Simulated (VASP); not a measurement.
Set up this calculation in VASP 6.6.1, as the native input.

```
Task                   : single point
Functional             : revPBE
Dispersion             : D3(BJ)
Potentials or basis    : VASP PAW PBE potentials, release 64 (Ba_sv, Ti_sv, O)
Cutoff                 : 520 eV
k mesh                 : 7 × 7 × 7
Occupations            : fermi-dirac, width 0.05 eV
Spin                   : no spin polarisation
Dipole correction      : no
Further INCAR settings : ALGO = Normal; EDIFF = 1e-07; NBANDS = 28
```

The structure of BaTiO3 lies in POSCAR:

```
BaTiO3
1.0
    3.9998000000      0.0000000000      0.0000000000
    0.0000000000      3.9998000000      0.0000000000
    0.0000000000      0.0000000000      4.0180000000
Ba Ti O
1 1 3
Direct
    0.0000000000      0.0000000000      0.0000000000
    0.5000000000      0.5000000000      0.4900000000
    0.0000000000      0.5000000000      0.5170000000
    0.5000000000      0.0000000000      0.5170000000
    0.5000000000      0.5000000000      0.0190000000
```

One way to write it, as run:

INCAR

```
SYSTEM = BaTiO3
PREC     = Accurate       ! precision mode
ENCUT    = 520            ! plane-wave cutoff, eV
EDIFF    = 1E-7           ! SCF threshold, eV
ISMEAR   = -1             ! smearing method
SIGMA    = 0.05           ! smearing width, eV
LREAL    = .False.        ! projectors in reciprocal space
LASPH    = .True.         ! aspherical terms in the spheres
NELM     = 80             ! most SCF steps
ALGO     = Normal         ! electronic algorithm
ISIF     = 2              ! what is computed and relaxed
LWAVE    = .False.        ! write WAVECAR
LCHARG   = .True.         ! write CHGCAR
GGA      = RE             ! functional
IVDW     = 12             ! dispersion correction
LELF     = .True.         ! ELF
LVHAR    = .True.       
NBANDS   = 28             ! bands
```

KPOINTS

```
Automatic mesh
0
Gamma
  7 7 7
  0 0 0
```

Potentials or basis: VASP PAW PBE potentials, release 64 (Ba_sv, Ti_sv, O).

The run is started by

```bash
$ cat potpaw_PBE.64/Ba_sv/POTCAR potpaw_PBE.64/Ti_sv/POTCAR potpaw_PBE.64/O/POTCAR > POTCAR
$ mpirun -np 1 vasp_std > vasp.out
```

Results of the run:

```json
{
 "Pressure": "1.0 GPa",
 "Largest force": "0.274 eV/Å",
 "Band gap on the k mesh": "1.89 eV, indirect (least direct gap 2.09 eV)",
 "Dispersion energy per atom": "-0.486 eV"
}
```

Caveat: the PAW data sets were made with another functional, which shifts forces and pressure a little; spin-orbit coupling is left out, which moves the levels of the heavy elements.

Run time: 40 s on 1 thread of Intel(R) Xeon(R) 6975P-C (Granite Rapids) (shared host), peak memory 0.22 GiB.
